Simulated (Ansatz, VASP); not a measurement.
## Hf: VASP beside Ansatz

```
Hf
1.0
     5.65429    0.00000    0.00000
     0.00000    5.65429    0.00000
     0.00000    0.00000    5.65429
Hf
8
Direct
  0.00000 0.00000 0.00000
  0.50000 0.50000 0.50000
  0.25000 0.00000 0.50000
  0.75000 0.00000 0.50000
  0.50000 0.25000 0.00000
  0.50000 0.75000 0.00000
  0.00000 0.50000 0.25000
  0.00000 0.50000 0.75000
```

Alike in both runs: functional PBE; k mesh 5 × 5 × 5; occupations fermi-dirac, width 0.1 eV; no spin polarisation.

Ansatz relaxed the structure, and its values are those at the end. VASP's run is a single point on that final structure, the one shown.

```csv
,VASP,Ansatz
version,VASP 6.6.1,Ansatz 0.2.0
potentials or method,"VASP PAW PBE potentials, release 64 (Hf_pv), cutoff 520 eV","plane waves (420 eV) with PAW, scalar-relativistic"
valence electrons in the cell,80,208
```

```tsv
	VASP	Ansatz	Ansatz less VASP
pressure (GPa)	-0.4	0.0	+0.38
```

VASP's potentials hold 80 valence electrons a cell and Ansatz's 208, so a difference there can come from the potentials and not from the codes.

Neither program's run includes spin-orbit coupling.
